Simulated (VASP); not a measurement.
A run of VASP 6.6.1 is set up as follows.

File INCAR:

```
PREC = Accurate
ENCUT = 520
EDIFF = 1E-7
ISMEAR = 0
SIGMA = 0.15
LREAL = F
LASPH = T
NELM = 80
ALGO = Normal
ISIF = 2
LWAVE = F
LCHARG = F
GGA = PS
NBANDS = 10
```

Contents of KPOINTS:

```
Automatic mesh
0
Gamma
  20 20 20
```

File POSCAR:

```
Os
1.0
    0.0000000000      1.9936250000      1.9450000000
    1.9936250000      0.0000000000      1.9450000000
    1.9936250000      1.9936250000      0.0000000000
Os
1
Direct
    0.0000000000      0.0000000000      0.0000000000
```

Potentials or basis: VASP PAW PBE potentials, release 64 (Os).

Run with:

```console
$ cat potpaw_PBE.64/Os/POTCAR > POTCAR
$ mpirun -np 1 vasp_std > vasp.out
```

Task: Estimate the pressure.

Result: -34.4 GPa.

Task: Estimate the band gap on the k mesh.

Result: Zero (band 4 reaches 10.22 eV, above the bottom of band 5 at 6.37 eV).

Stress tensor (GPa, compression positive):
```
-36.54   0.00   0.00
  0.00 -36.54   0.00
  0.00   0.00 -30.05
```

Caveat: the cell differs from its parent crystal (strain +0.025 along x and y, +0.000 along z); the PAW data sets were made with another functional, which shifts forces and pressure a little; spin-orbit coupling is left out, which moves the levels of the heavy elements.
